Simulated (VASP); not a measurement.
## Ca: electric field gradients with PBEsol

The system is Ca.

```
CELL_PARAMETERS angstrom
0.00000 2.79420 2.79420
2.79420 0.00000 2.79420
2.79420 2.79420 0.00000
ATOMIC_POSITIONS crystal
Ca 0.00000 0.00000 0.00000
```

- Program: VASP 6.6.1
- Task: electric field gradients
- Functional: PBEsol
- Potentials or basis: VASP PAW PBE potentials, release 64 (Ca_sv)
- Cutoff: 520 eV
- k mesh: 11 × 11 × 11
- Occupations: fermi-dirac, width 0.05 eV
- Spin: no spin polarisation
- Dipole correction: no
- Further INCAR settings: ALGO = Normal; EDIFF = 1e-08; NBANDS = 11

```yaml
Pressure: -1.2 GPa
Band_gap_on_the_k_mesh: zero (bands 5 and 6 overlap by 0.30 eV)
Largest_electric_field_gradient_by_atom: under 0.05 V/Å² on every atom
```

Levels at points of the mesh, in eV from the Fermi level:
```csv
k point,band 3,band 4,band 5,band 6,band 7,band 8
"(0.00, 0.00, 0.00)",-22.91,-22.91,-3.97,2.29,2.29,2.29
```

It took 26 s on 1 thread of Intel(R) Xeon(R) Platinum 8259CL CPU @ 2.50GHz (Skylake/Cascade Lake), with other jobs on the host, peak memory 0.18 GiB.

Caveat: the PAW data sets were made with another functional, which shifts forces and pressure a little.
